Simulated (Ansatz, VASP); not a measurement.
# GeWCl3: VASP beside Ansatz

```
CELL_PARAMETERS angstrom
5.12661 0.00000 0.00000
0.00000 5.12661 0.00000
0.00000 0.00000 5.12661
ATOMIC_POSITIONS crystal
Ge 0.00000 0.00000 0.00000
W 0.50000 0.50000 0.50000
Cl 0.00000 0.50000 0.50000
Cl 0.50000 0.00000 0.50000
Cl 0.50000 0.50000 0.00000
```

Alike in both runs: task single point; functional PBE; k mesh 4 × 4 × 4; occupations gaussian, width 0.1 eV; collinear spin.

|  | VASP | Ansatz |
| --- | --- | --- |
| version | VASP 6.6.1 | Ansatz 0.2.0 |
| potentials or method | VASP PAW PBE potentials, release 64 (Ge_d, W_sv, Cl), cutoff 520 eV | scalar-relativistic, plane waves, PAW |
| valence electrons in the cell | 49 | 49 |

Ansatz gave:

```
gap on the k mesh at the Fermi level (eV)                     : none
pressure (GPa)                                                : -2.6
net moment per atom (μB)                                      : 1.00
size of the moment on the site where the two differ most (μB) : 2.29
```

Q: Which values does VASP return?

A: gap on the k mesh at the Fermi level (eV): none; pressure (GPa): -2.6; net moment per atom (μB): 1.00; size of the moment on the site where the two differ most (μB): 2.74.

Site moments also hang on the region over which each program counts them. A gap of «none» marks a metal or a gap that the smearing closes. Ansatz's warnings: no starting moments.

Neither program's run includes spin-orbit coupling.
